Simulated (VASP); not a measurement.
Set up this calculation in VASP 6.6.1, as the native input.

```
Task                   : single point
Functional             : PBE
Potentials or basis    : VASP PAW PBE potentials, release 64 (Hf_pv)
Cutoff                 : 520 eV
k mesh                 : 16 × 16 × 16
Occupations            : fermi-dirac, width 0.03 eV
Spin                   : no spin polarisation
Dipole correction      : no
Further INCAR settings : ALGO = Normal; EDIFF = 1e-06; NBANDS = 11
```

The structure of Hf lies in POSCAR:

```
Hf
1.0
    0.0000000000      2.2200000000      2.2200000000
    2.2200000000      0.0000000000      2.2200000000
    2.2200000000      2.2200000000      0.0000000000
Hf
1
Direct
    0.0000000000      0.0000000000      0.0000000000
```

The input as run:

INCAR

```
  PREC = Accurate
  ENCUT = 520
  EDIFF = 1E-6
  ISMEAR = -1
  SIGMA = 0.03
  LREAL = False
  LASPH = True
  NELM = 100
  ALGO = Normal
  ISIF = 2
  LWAVE = False
  LCHARG = True
  GGA = PE
  LELF = True
  LVHAR = True
  NBANDS = 11
```

KPOINTS

```
regular mesh
0
Gamma
  16 16 16
```

Potentials or basis: VASP PAW PBE potentials, release 64 (Hf_pv).

Command:

```bash
$ cat potpaw_PBE.64/Hf_pv/POTCAR > POTCAR
$ mpirun -np 1 vasp_std > vasp.out
```

Results of the run:

```
Pressure               : 2.7 GPa
Band gap on the k mesh : zero (band 5 reaches 6.31 eV, above the bottom of band 6 at 4.50 eV)
```

Caveat: spin-orbit coupling is left out, which moves the levels of the heavy elements.

Wall time 9.2 s on 1 thread of Intel(R) Xeon(R) 6975P-C (Granite Rapids) (shared host), peak memory 0.16 GiB.
